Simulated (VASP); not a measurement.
# HfB2: relaxation of cell and atoms with PBE+D3(BJ)

HfB2:

```
CELL_PARAMETERS angstrom
3.14000 0.00000 0.00000
-1.57000 2.71932 0.00000
0.00000 0.00000 3.48000
ATOMIC_POSITIONS crystal
Hf 0.00000 0.00000 0.00000
B 0.33333 0.66667 0.50000
B 0.66667 0.33333 0.50000
```

| Property | Result |
| --- | --- |
| Program | VASP 6.6.1 |
| Task | relaxation of cell and atoms |
| Functional | PBE |
| Dispersion | D3(BJ) |
| Potentials or basis | VASP PAW PBE potentials, release 64 (Hf_pv, B) |
| Cutoff | 600 eV |
| k mesh | 12 × 12 × 10 |
| Occupations | fermi-dirac, width 0.1 eV |
| Spin | no spin polarisation |
| Dipole correction | no |
| Further INCAR settings | ALGO = Normal; EDIFF = 1e-06; IBRION = 2; EDIFFG = -0.03; NSW = 80; ISIF = 3 |

```json
{
  "Relaxed volume": "9.71 Å³/atom",
  "Relaxed cell": "a = 3.119 Å, b = 3.119 Å, c = 3.459 Å, α = 90.00°, β = 90.00°, γ = 120.00°",
  "Space group after relaxing (to 0.05 Å)": "P6/mmm (No. 191)",
  "Energy gained by relaxing": "3.1 meV/atom",
  "Ionic steps": "3",
  "Pressure after relaxing": "0.0 GPa",
  "Band gap on the k mesh": "zero (band 8 reaches 8.57 eV, above the bottom of band 9 at 7.24 eV)",
  "Dispersion energy per atom": "-0.369 eV"
}
```

Stress tensor (GPa, compression positive):
```
 0.08  0.00  0.00
 0.00  0.08  0.00
 0.00  0.00 -0.23
```

Step by step:
| step | energy change (eV) | largest force (eV/Å) | pressure (GPa) | volume (Å³) |
| --- | --- | --- | --- | --- |
| 1 | 0.0000 | 0.0000 | -5.02 | 29.71 |
| 2 | 0.0069 | 0.0000 | 7.14 | 28.40 |
| 3 | -0.0092 | 0.0000 | -0.02 | 29.14 |

Final structure:
```
Hf B
1.0
     3.11897    0.00000    0.00000
    -1.55949    2.70111    0.00000
     0.00000    0.00000    3.45884
Hf B
1 2
Direct
  0.00000 0.00000 0.00000
  0.33333 0.66667 0.50000
  0.66667 0.33333 0.50000
```

Levels at points of the mesh, in eV from the Fermi level:
```
           k point  band 5  band 6  band 7  band 8  band 9  band 10  band 11  band 12
(0.00, 0.00, 0.00)   -3.15   -3.02   -3.02   -2.87    4.04     4.04     4.67     4.67
(0.50, 0.00, 0.00)   -9.16   -4.29   -3.55   -3.01    2.06     2.70     5.64     5.78
(0.00, 0.00, 0.50)   -8.53   -1.29   -1.29    0.24    0.24     0.93     0.93     2.18
(0.50, 0.00, 0.50)   -7.63   -5.13   -4.87   -2.72    4.03     4.17     6.33     7.29
```

It took 88 s on 1 thread of Intel(R) Xeon(R) Platinum 8488C (Sapphire Rapids), on a shared host, peak memory 0.21 GiB.

Caveat: spin-orbit coupling is left out, which moves the levels of the heavy elements; pairwise dispersion overbinds metals, which lowers pressure and volume.
